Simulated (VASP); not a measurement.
# AlN (P6_3mc) in VASP: notebook, part 2 of 2

VASP 6.6.1. Earlier steps stand in the parts before.

## 3. Single point, PBE exchange alone

INCAR reads:

```
SYSTEM = AlN
  PREC = Accurate
  ENCUT = 520
  EDIFF = 1E-6
  ISMEAR = -1
  SIGMA = 0.05
  LREAL = .FALSE.
  LASPH = .TRUE.
  NELM = 80
  ALGO = Normal
  ISIF = 2
  LWAVE = .FALSE.
  LCHARG = .TRUE.
  GGA = PE
  ALDAC = 0.0
  AGGAC = 0.0
  LELF = .TRUE.
  LVHAR = .TRUE.
  NBANDS = 16
```

KPOINTS reads:

```
Automatic mesh
0
G
  10 10 6
  0 0 0
```

POSCAR reads:

```
AlN
1.0
    3.0709272750      0.0000000000      0.0000000000
   -1.5354636375      2.6595010333      0.0000000000
    0.0000000000      0.0000000000      4.9136809369
Al N
2 2
Direct
    0.6666666667      0.3333333333      0.5000000000
    0.3333333333      0.6666666667      0.0000000000
    0.6666666667      0.3333333333      0.8800000000
    0.3333333333      0.6666666667      0.3800000000
```

Potentials or basis: VASP PAW PBE potentials, release 64 (Al, N).

On the command line:

```
$ cat potpaw_PBE.64/Al/POTCAR potpaw_PBE.64/N/POTCAR > POTCAR
$ mpirun -np 1 vasp_std > vasp.out
```

OUTCAR:

```text
SYSTEM = AlN
   PREC = Accurate
   ENCUT = 520
   EDIFF = 1E-6
   ISMEAR = -1
   LREAL = .FALSE.
   LASPH = .TRUE.
   NELM = 80
   ISIF = 2
   GGA = PE

 ion  position               nearest neighbor table
   1  0.667  0.333  0.500-   3 1.87   4 1.87   4 1.87   4 1.87   2 3.03   2 3.03   2 3.03   2 3.03
                             2 3.03   2 3.03
   2  0.333  0.667  0.000-   4 1.87   3 1.87   3 1.87   3 1.87   1 3.03   1 3.03   1 3.03   1 3.03
                             1 3.03   1 3.03
   3  0.667  0.333  0.880-   1 1.87   2 1.87   2 1.87   2 1.87
   4  0.333  0.667  0.380-   2 1.87   1 1.87   1 1.87   1 1.87

  LATTYP: Found a hexagonal cell.
 ALAT       =     3.0709272750
 C/A-ratio  =     1.6000642467

  Lattice vectors:

 A1 = (   3.0709272750,   0.0000000000,   0.0000000000)
 A2 = (  -1.5354636375,   2.6595010333,   0.0000000000)
 A3 = (   0.0000000000,   0.0000000000,   4.9136809369)

Analysis of symmetry for initial positions (statically):
=====================================================================
 Subroutine PRICEL returns:
 Original cell was already a primitive cell.

 Routine SETGRP: Setting up the symmetry group for a
 hexagonal supercell.

 Subroutine GETGRP returns: Found 12 space group operations
 (whereof  6 operations were pure point group operations)
 out of a pool of 24 trial point group operations.

The static configuration has the point symmetry C_3v.
 The point group associated with its full space group is C_6v.

Analysis of symmetry for dynamics (positions and initial velocities):
=====================================================================
 Subroutine PRICEL returns:
 Original cell was already a primitive cell.

 Routine SETGRP: Setting up the symmetry group for a
 hexagonal supercell.

 Subroutine GETGRP returns: Found 12 space group operations
 (whereof  6 operations were pure point group operations)
 out of a pool of 24 trial point group operations.

The dynamic configuration has the point symmetry C_3v.
 The point group associated with its full space group is C_6v.

 Subroutine INISYM returns: Found 12 space group operations
 (whereof  6 operations are pure point group operations),
 and found     1 'primitive' translations

----------------------------------------------------------------------------------------

                                     Primitive cell

  volume of cell :      40.1307

  direct lattice vectors                    reciprocal lattice vectors
     3.070927275  0.000000000  0.000000000     0.325634543  0.188005191  0.000000000
    -1.535463637  2.659501033  0.000000000     0.000000000  0.376010382  0.000000000
     0.000000000  0.000000000  4.913680937     0.000000000  0.000000000  0.203513418

  length of vectors
     3.070927275  3.070927275  4.913680937     0.376010382  0.376010382  0.203513418

  position of ions in fractional coordinates (direct lattice)
     0.666666667  0.333333333  0.500000000
     0.333333333  0.666666667  0.000000000
     0.666666667  0.333333333  0.880000000
     0.333333333  0.666666667  0.380000000

  ion indices of the primitive-cell ions
   primitive index   ion index
                 1           1
                 2           2
                 3           3
                 4           4

[... 31 lines left out ...]
  0.300000  0.000000  0.000000      6.000000
  0.400000 -0.000000  0.000000      6.000000
  0.500000 -0.000000  0.000000      3.000000
[... 16 lines left out ...]
  0.300000  0.100000  0.166667     24.000000
  0.400000  0.100000  0.166667     24.000000
 [... further k-points ...]
   k-points           NKPTS =     56   k-points in BZ     NKDIM =     56   number of bands    NBANDS=     16
   number of dos      NEDOS =    301   number of ions     NIONS =      4
   total plane-waves  NPLWV =  23040
   dimension x,y,z NGX =    24 NGY =   24 NGZ =   40
   dimension x,y,z NGXF=    48 NGYF=   48 NGZF=   80
   ions per type =               2   2
   NGX,Y,Z   is equivalent  to a cutoff of  12.99, 12.99, 13.53 a.u.
   NGXF,Y,Z  is equivalent  to a cutoff of  25.99, 25.99, 27.07 a.u.
 SYSTEM =  AlN
   PREC   = accura    normal or accurate (medium, high low for compatibility)
   ISTART =      0    job   : 0-new  1-cont  2-samecut
   ICHARG =      2    charge: 1-file 2-atom 10-const
   ISPIN  =      1    spin polarized calculation?
   LNONCOLLINEAR =      F non collinear calculations
   LSORBIT =      F    spin-orbit coupling
   LASPH  =      T    aspherical Exc in radial PAW
   ENCUT  =  520.0 eV  38.22 Ry    6.18 a.u.   5.71  5.71  9.14*2*pi/ulx,y,z
   NELM   =     80;   NELMIN=  2; NELMDL= -5     # of ELM steps
   EDIFF  = 0.1E-05   stopping-criterion for ELM
   LREAL  =      F    real-space projection
   EDIFFG = 0.1E-04   stopping-criterion for IOM
   NSW    =      0    number of steps for IOM
   IBRION =     -1    ionic relax: 0-MD 1-quasi-New 2-CG
   NFREE  =      0    steps in history (QN), initial steepest desc. (CG)
   ISIF   =      2    stress and relaxation
   ISYM   =      2    0-nonsym 1-usesym 2-fastsym
   POTIM  = 0.5000    time-step for ionic-motion
   TEBEG  =    0.0;   TEEND  =   0.0 temperature during run
   PSTRESS=    0.0 pullay stress
   NELECT =      16.0000    total number of electrons
   NUPDOWN=      -1.0000    fix difference up-down
   EMIN   =  10.00;   EMAX   =-10.00  energy-range for DOS
   EFERMI =   0.00;   METHOD = LEGACY
   ISMEAR =    -1;   SIGMA  =   0.05  broadening in eV -4-tet -1-fermi 0-gaus
   EFERMI_NEDOS =   21; number of points for ismear=-14 and -15
   IALGO  =     38    algorithm
   IMIX   =      4    mixing-type and parameters
     AMIX     =   0.40;   BMIX     =  1.00
     AMIX_MAG =   1.60;   BMIX_MAG =  1.00
  volume/ion in A,a.u.               =      10.03        67.70
  Fermi-wavevector in a.u.,A,eV,Ry     =   1.204914  2.276957 19.753170  1.451817
  Thomas-Fermi vector in A             =   2.340625
   LORBIT       =      0    0 simple, 1 ext, 2 COOP (PROOUT), +10 PAW based schemes
   GGA     = PE    functional components
   LHFCALC =     F    Hartree Fock is set to
   AEXX    =    0.0000 exact exchange contribution
   IVDW    =     0    specifies the selected vdW correction
   LEPSILON=     F    determine dielectric tensor
   LRPA    =     F    only Hartree local field effects (RPA)
 non-spin polarized calculation
  energy-cutoff  :      520.00
  volume of cell :       40.13
 maximum number of plane-waves:      1092
 NGX is ok and might be reduce to    24
   NGX = 11   NGY = 11   NGZ = 19

 number of electron      15.9999996 magnetization

 Free energy of the ion-electron system (eV)
  ---------------------------------------------------
  ext. energy  EPLUGINS =         0.00000000
  ---------------------------------------------------
  free energy    TOTEN  =       -23.83712833 eV

  energy without entropy =      -23.83712833  energy(sigma->0) =      -23.83712833

 E-fermi :   9.0407     XC(G=0):  -9.3200

 val. band max:        8.0747933618   @ k =   0.0000   0.0000   0.0000
 cond. band min:      12.9807443022   @ k =   0.0000   0.0000   0.0000
 fundamental gap:      4.9059509404
 Fermi energy:         9.0407404901

 k-point     1 :       0.0000    0.0000    0.0000
  band No.  band energies     occupation
      1      -7.2512      2.00000
      2      -5.0099      2.00000
      3       2.0455      2.00000
      4       7.2343      2.00000
      5       7.2343      2.00000
      6       7.8860      2.00000
[... 433 lines left out ...]
      3       2.6506      2.00000
      4       3.6796      2.00000
      5       5.0019      2.00000
      6       5.7933      2.00000
[... 8 lines left out ...]
     15      21.2662      0.00000
     16      23.6459      0.00000

 [... further k-points ...]

------------------------ aborting loop because EDIFF is reached ----------------------------------------

  FORCE on cell =-STRESS in cart. coord.  units (eV):
  Direction    XX          YY          ZZ          XY          YZ          ZX
  --------------------------------------------------------------------------------------
  -------------------------------------------------------------------------------------
  Total        6.8833188      6.8833188      7.3828618      0.0000000      0.0000000      0.0000000
  in kB      274.8095494    274.8095494    294.7532977      0.0000000      0.0000000      0.0000000
  external PRESSURE =     281.4574655 kB  Pullay stress =       0.0000000 kB

 VOLUME and BASIS-vectors are now :
 -----------------------------------------------------------------------------
  energy-cutoff  :      520.00
  volume of cell :       40.13
      direct lattice vectors                 reciprocal lattice vectors
     3.070927275  0.000000000  0.000000000     0.325634543  0.188005191  0.000000000
    -1.535463637  2.659501033  0.000000000     0.000000000  0.376010382  0.000000000
     0.000000000  0.000000000  4.913680937     0.000000000  0.000000000  0.203513418

 POSITION                                       TOTAL-FORCE (eV/Angst)
 -----------------------------------------------------------------------------------
      1.53546      0.88650      2.45684         0.000000      0.000000     -0.157407
     -0.00000      1.77300      0.00000        -0.000000      0.000000     -0.157407
      1.53546      0.88650      4.32404        -0.000000      0.000000      0.157407
     -0.00000      1.77300      1.86720         0.000000     -0.000000      0.157407
 -----------------------------------------------------------------------------------
    total drift:                               -0.000000      0.000000     -0.000062

  FREE ENERGIE OF THE ION-ELECTRON SYSTEM (eV)
  ---------------------------------------------------
  free  energy   TOTEN  =       -23.8371283265 eV

  energy  without entropy=      -23.8371283265  energy(sigma->0) =      -23.83712833
```

Run time: 18 s. Hardware: 1 thread of AMD EPYC 9R45 (Zen 5), shared host; peak memory 0.14 GiB.

Results:

| Quantity | Value |
| --- | --- |
| Free energy | -23.8371 eV |
| Pressure | 28.1 GPa |
| Largest force | 0.157 eV/Å |
| Band gap on the k mesh | 4.91 eV, direct |

Forces on the atoms (eV/Å):
```
Al   0.000  0.000 -0.157
Al   0.000  0.000 -0.157
N    0.000  0.000  0.157
N    0.000  0.000  0.157
```

Levels at points of the mesh, in eV from the valence-band top:
| k point | band 6 | band 7 | band 8 | band 9 | band 10 | band 11 |
| --- | --- | --- | --- | --- | --- | --- |
| (0.00, 0.00, 0.00) | -0.19 | -0.19 | 0.00 | 4.91 | 7.24 | 11.22 |
| (0.50, 0.00, 0.00) | -2.09 | -1.76 | -0.66 | 6.20 | 6.26 | 8.79 |
| (0.00, 0.00, 0.50) | -0.52 | -0.52 | -0.52 | 7.09 | 7.09 | 10.91 |
| (0.50, 0.00, 0.50) | -1.45 | -1.36 | -1.36 | 5.77 | 5.77 | 9.77 |

A k mesh can miss the band edges.

## 4. Single point, RPBE+D3(BJ)

This run uses another cell than the first one, of 10.24 Å³/atom, 1.021 times its volume.

INCAR reads:

```
SYSTEM = AlN
PREC = Accurate
ENCUT = 520
EDIFF = 1E-7
ISMEAR = -1
SIGMA = 0.05
LREAL = .False.
LASPH = .True.
NELM = 80
ALGO = Normal
ISIF = 2
LWAVE = .False.
LCHARG = .True.
GGA = RP
IVDW = 12
LELF = .True.
LVHAR = .True.
NBANDS = 16
```

KPOINTS reads:

```
Automatic mesh
0
Gamma
  10 10 6
  0 0 0
```

POSCAR reads:

```
AlN
1.0
    3.0921067530      0.0000000000      0.0000000000
   -1.5460533765      2.6778429994      0.0000000000
    0.0000000000      0.0000000000      4.9475694625
Al N
2 2
Direct
    0.6666666667      0.3333333333      0.5000000000
    0.3333333333      0.6666666667      0.0000000000
    0.6666666667      0.3333333333      0.8800000000
    0.3333333333      0.6666666667      0.3800000000
```

On the command line:

```
$ cat potpaw_PBE.64/Al/POTCAR potpaw_PBE.64/N/POTCAR > POTCAR
$ mpirun -np 1 vasp_std > vasp.out
```

It took 18 s on 1 thread of AMD EPYC 9R45 (Zen 5), shared host; peak memory 0.15 GiB.

The run converged. Its results:

```yaml
Free_energy: -32.8891 eV
Pressure: -10.7 GPa
Largest_force: 0.167 eV/Å
Band_gap_on_the_k_mesh: 4.45 eV, direct
Dispersion_energy_per_atom: -1.154 eV
```

Forces in eV/Å, atoms in the order of the input:
```
Al   0.000  0.000 -0.167
Al   0.000  0.000 -0.167
N    0.000  0.000  0.167
N    0.000  0.000  0.167
```

Stress tensor (GPa, compression positive):
```
-11.04   0.00   0.00
  0.00 -11.04   0.00
  0.00   0.00  -9.90
```

Levels at points of the mesh, in eV from the valence-band top:
```tsv
k point	band 6	band 7	band 8	band 9	band 10	band 11
(0.00, 0.00, 0.00)	-0.19	-0.19	0.00	4.45	6.93	10.87
(0.50, 0.00, 0.00)	-2.08	-1.78	-0.66	5.92	5.98	8.46
(0.00, 0.00, 0.50)	-0.52	-0.52	-0.52	6.71	6.71	10.61
(0.50, 0.00, 0.50)	-1.45	-1.36	-1.36	5.46	5.46	9.51
```

Caveat: the PAW data sets were made with another functional, which shifts forces and pressure a little.

## 5. Single point, BLYP+D4

This run uses another cell than the first one, of 10.30 Å³/atom, 1.026 times its volume.

INCAR reads:

```
PREC = Accurate
ENCUT = 520
EDIFF = 1E-6
ISMEAR = -1
SIGMA = 0.05
LREAL = False
LASPH = True
NELM = 80
ALGO = Normal
ISIF = 2
LWAVE = False
LCHARG = True
GGA = B5
ALDAX = 1.0
AGGAX = 1.0
AGGAC = 1.0
ALDAC = 0.0
IVDW = 13
VDW_S6 = 1.0
VDW_S8 = 2.34076671
VDW_A1 = 0.44488865
VDW_A2 = 4.0933009
LELF = True
LVHAR = True
NBANDS = 16
```

KPOINTS reads:

```
Automatic mesh
0
Gamma
  10 10 6
```

POSCAR reads:

```
AlN
1.0
    3.0941989801      0.0000000000      0.0000000000
   -1.5470994901      2.6796549212      0.0000000000
    0.0000000000      0.0000000000      4.9672552732
Al N
2 2
Direct
    0.6666666667      0.3333333333      0.4994195567
    0.3333333333      0.6666666667     -0.0005804433
    0.6666666667      0.3333333333      0.8805804433
    0.3333333333      0.6666666667      0.3805804433
```

On the command line:

```
$ cat potpaw_PBE.64/Al/POTCAR potpaw_PBE.64/N/POTCAR > POTCAR
$ mpirun -np 1 vasp_std > vasp.out
```

Run time: 26 s. Hardware: 1 thread of AMD EPYC 9R45 (Zen 5), shared host; peak memory 0.14 GiB.

The run converged. Its results:

```
Free energy                : -30.1979 eV
Pressure                   : 0.5 GPa
Band gap on the k mesh     : 4.63 eV, direct
Dispersion energy per atom : -0.596 eV
```

Levels at points of the mesh, in eV from the valence-band top:
```tsv
k point	band 4	band 5	band 6	band 7	band 8	band 9	band 10	band 11	band 12	band 13
(0.00, 0.00, 0.00)	-0.83	-0.83	-0.19	-0.19	0.00	4.63	7.00	10.95	11.41	11.41
(0.50, 0.00, 0.00)	-4.12	-3.30	-2.05	-1.72	-0.67	6.12	6.16	8.51	10.61	11.17
(0.00, 0.00, 0.50)	-3.26	-0.52	-0.52	-0.52	-0.52	6.83	6.83	10.62	10.62	11.73
(0.50, 0.00, 0.50)	-5.53	-1.43	-1.43	-1.34	-1.34	5.65	5.65	9.55	9.55	12.10
```

Caveat: the PAW data sets were made with another functional, which shifts forces and pressure a little.

## 6. Single point, PBE exchange alone

This run uses another cell than the first one, of 10.24 Å³/atom, 1.021 times its volume.

INCAR reads:

```
SYSTEM = AlN
  PREC = Accurate
  ENCUT = 520
  EDIFF = 1E-7
  ISMEAR = -1
  SIGMA = 0.05
  LREAL = .False.
  LASPH = .True.
  NELM = 60
  ALGO = Normal
  ISIF = 2
  LWAVE = .False.
  LCHARG = .True.
  GGA = PE
  ALDAC = 0.0
  AGGAC = 0.0
  LELF = .True.
  LVHAR = .True.
  NBANDS = 16
```

KPOINTS reads:

```
regular mesh
0
Gamma
  10 10 6
  0 0 0
```

POSCAR reads:

```
AlN
1.0
    3.0921067530      0.0000000000      0.0000000000
   -1.5460533765      2.6778429994      0.0000000000
    0.0000000000      0.0000000000      4.9475694625
Al N
2 2
Direct
    0.6666666667      0.3333333333      0.5000000000
    0.3333333333      0.6666666667      0.0000000000
    0.6666666667      0.3333333333      0.8800000000
    0.3333333333      0.6666666667      0.3800000000
```

Potentials or basis: VASP PAW PBE potentials, release 64 (Al, N).

On the command line:

```
$ cat potpaw_PBE.64/Al/POTCAR potpaw_PBE.64/N/POTCAR > POTCAR
$ mpirun -np 1 vasp_std > vasp.out
```

Wall time 19 s (1 thread of AMD EPYC 9R45 (Zen 5), shared host); peak memory 0.14 GiB.

Results (log left out):

- Free energy: -23.9704 eV
- Pressure: 22.9 GPa
- Largest force: 0.140 eV/Å
- Band gap on the k mesh: 4.72 eV, direct

Forces in eV/Å, atoms in the order of the input:
```
Al   0.000  0.000 -0.140
Al   0.000  0.000 -0.140
N    0.000  0.000  0.140
N    0.000  0.000  0.140
```

Stress tensor (GPa, compression positive):
```
22.16  0.00  0.00
 0.00 22.16  0.00
 0.00  0.00 24.28
```

Levels at points of the mesh, in eV from the valence-band top:
```tsv
k point	band 6	band 7	band 8	band 9	band 10	band 11
(0.00, 0.00, 0.00)	-0.18	-0.18	0.00	4.72	7.05	11.05
(0.50, 0.00, 0.00)	-2.06	-1.74	-0.66	6.15	6.18	8.60
(0.00, 0.00, 0.50)	-0.52	-0.52	-0.52	6.90	6.90	10.73
(0.50, 0.00, 0.50)	-1.43	-1.34	-1.34	5.70	5.70	9.63
```

A k mesh can miss the band edges.

## 7. Overview

```tsv
level	cell	gap on the mesh (eV)	pressure (GPa)	largest force (eV/Å)
RPBE+D3(BJ)	a = 3.071, b = 3.071, c = 4.914 Å, angles 90.0, 90.0, 120.0°, 4 atoms	4.63	-6.6	0.18
PBE exchange alone	a = 3.071, b = 3.071, c = 4.914 Å, angles 90.0, 90.0, 120.0°, 4 atoms	4.91	28.1	0.16
RPBE+D3(BJ)	a = 3.092, b = 3.092, c = 4.948 Å, angles 90.0, 90.0, 120.0°, 4 atoms	4.45	-10.7	0.17
BLYP+D4	a = 3.094, b = 3.094, c = 4.967 Å, angles 90.0, 90.0, 120.0°, 4 atoms	4.63	0.5	-
PBE exchange alone	a = 3.092, b = 3.092, c = 4.948 Å, angles 90.0, 90.0, 120.0°, 4 atoms	4.72	22.9	0.14
```

Alike in all rows: task single point; potentials or basis VASP PAW PBE potentials, release 64 (Al, N); no spin polarisation; k mesh 10 × 10 × 6; cutoff (eV) 520; smearing fermi-dirac 0.05 eV.

Caveats: the PAW data sets were made with another functional, which shifts forces and pressure a little (some runs).

Absolute energies hang on the potentials; compare differences alone.

## 8. How close it comes

Step 5. A measured gap of AlN is 6.0343 eV (an exciton energy, a little under the gap; 0 K; quoted in “Structural and optical properties of self-assembled AlN nanowires grown on SiO2/Si substrates by molecular beam epitaxy”, 2024, arxiv:2402.00216); the calculated 4.63 eV misses it by -1.41 eV. 2 values of this kind are on record (6.034 to 6.0343 eV); this one was drawn at random. The value is that of BLYP+D4 on a finite k mesh, which can miss the band edges, without temperature or zero-point motion. Semilocal functionals fall short of measured gaps as a rule.
